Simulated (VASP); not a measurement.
**AlN: single point with PBEsol**

Crystal: AlN.

```
Al N
1.0
    -0.01969    1.95915    1.95915
     1.95915   -0.01969    1.95915
     1.95915    1.95915   -0.01969
Al N
1 1
Direct
  0.00000 0.00000 0.00000
  0.50000 0.50000 0.50000
```

```json
{"Program": "VASP 6.6.1", "Task": "single point", "Functional": "PBEsol", "Potentials or basis": "VASP PAW PBE potentials, release 64 (Al, N)", "Cutoff": "600 eV", "k mesh": "8 × 8 × 8", "Occupations": "fermi-dirac, width 0.02 eV", "Spin": "no spin polarisation"}
```

| Quantity | Value |
| --- | --- |
| Pressure | 24.7 GPa |
| Band gap on the k mesh | 4.77 eV, indirect (least direct gap 6.70 eV) |

Stress tensor (GPa, compression positive):
```
24.69  3.43  3.43
 3.43 24.69  3.43
 3.43  3.43 24.69
```

Levels at points of the mesh, in eV from the valence-band top:
| k point | band 2 | band 3 | band 4 | band 5 | band 6 | band 7 |
| --- | --- | --- | --- | --- | --- | --- |
| (0.00, 0.00, 0.00) | -0.22 | -0.22 | 0.00 | 6.70 | 11.96 | 11.96 |
| (0.50, 0.00, 0.00) | -9.08 | -1.43 | -1.28 | 6.47 | 11.39 | 11.60 |
| (0.50, 0.50, 0.00) | -8.14 | -3.29 | -3.07 | 4.77 | 5.26 | 14.79 |
| (0.50, 0.50, 0.50) | -8.93 | -1.51 | -1.51 | 6.19 | 11.16 | 11.16 |

Wall time 8.4 s on 1 thread of Intel Xeon 6975P-C (shared host), peak memory 0.14 GiB.

Caveat: the PAW data sets were made with another functional, which shifts forces and pressure a little. As with any semilocal functional, this PBEsol gap is likely too small.
